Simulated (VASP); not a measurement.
## BP: single point with r2SCAN

BP:

```
CELL_PARAMETERS angstrom
3.20329 0.00000 0.00000
-1.60165 2.77413 0.00000
0.00000 0.00000 8.35666
ATOMIC_POSITIONS crystal
B 0.33333 0.66667 0.25000
B 0.66667 0.33333 0.75000
P 0.33333 0.66667 0.75000
P 0.66667 0.33333 0.25000
```

```yaml
Program: VASP 6.6.1
Task: single point
Functional: r2SCAN
Potentials_or_basis: VASP PAW PBE potentials, release 64 (B, P)
Cutoff: 520 eV
k_mesh: 12 × 12 × 4
Occupations: gaussian, width 0.1 eV
Spin: no spin polarisation
Dipole_correction: no
Further_INCAR_settings: ALGO = Normal; EDIFF = 1e-07; NBANDS = 16
```

```
Pressure               : -0.2 GPa
Band gap on the k mesh : 1.07 eV
```

Stress tensor (GPa, compression positive):
```
-0.40  0.00  0.00
 0.00 -0.40  0.00
 0.00  0.00  0.07
```

Levels at points of the mesh, in eV from the valence-band top:
```csv
k point,band 6,band 7,band 8,band 9,band 10,band 11
"(0.00, 0.00, 0.00)",-1.75,-1.71,-1.71,3.62,4.99,4.99
"(0.50, 0.00, 0.00)",-3.81,-1.58,-0.56,1.10,2.34,3.10
"(0.00, 0.00, 0.50)",-1.73,-1.73,-1.73,5.03,5.03,5.03
"(0.50, 0.00, 0.50)",-3.84,-1.10,-1.10,1.62,1.62,3.20
```

Run time: 4.9 min on 1 thread of Intel Xeon 8259CL (shared host), peak memory 0.22 GiB.

Caveat: the PAW data sets were made with another functional, which shifts forces and pressure a little. A k mesh can miss the band edges.
